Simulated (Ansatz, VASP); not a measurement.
## One calculation of InP, two programs

```
CELL_PARAMETERS angstrom
0.00000 2.69166 2.69166
2.69166 0.00000 2.69166
2.69166 2.69166 0.00000
ATOMIC_POSITIONS crystal
In 0.00000 0.00000 0.00000
P 0.50000 0.50000 0.50000
```

Change from the starting cell: volume scaled by 0.94, PAW files.

Alike in both runs: task single point; functional r2SCAN; k mesh 14 × 14 × 14; occupations fermi-dirac, width 0.05 eV; no spin polarisation.

```csv
,VASP,Ansatz
version,VASP 6.6.1,Ansatz 0.2.0
potentials or method,"VASP PAW PBE potentials, release 64 (In_d, P)","PAW with Ansatz's default frozen-core files, scalar-relativistic"
plane-wave cutoff (eV),520,500
valence electrons in the cell,18,18
```

```tsv
	VASP	Ansatz	Ansatz less VASP
pressure (GPa)	6.1	6.1	-0.04
```

VASP's potentials were made for PBE, not for r2SCAN. With one functional, cell and mesh, what is left measures potentials, basis and numerics.
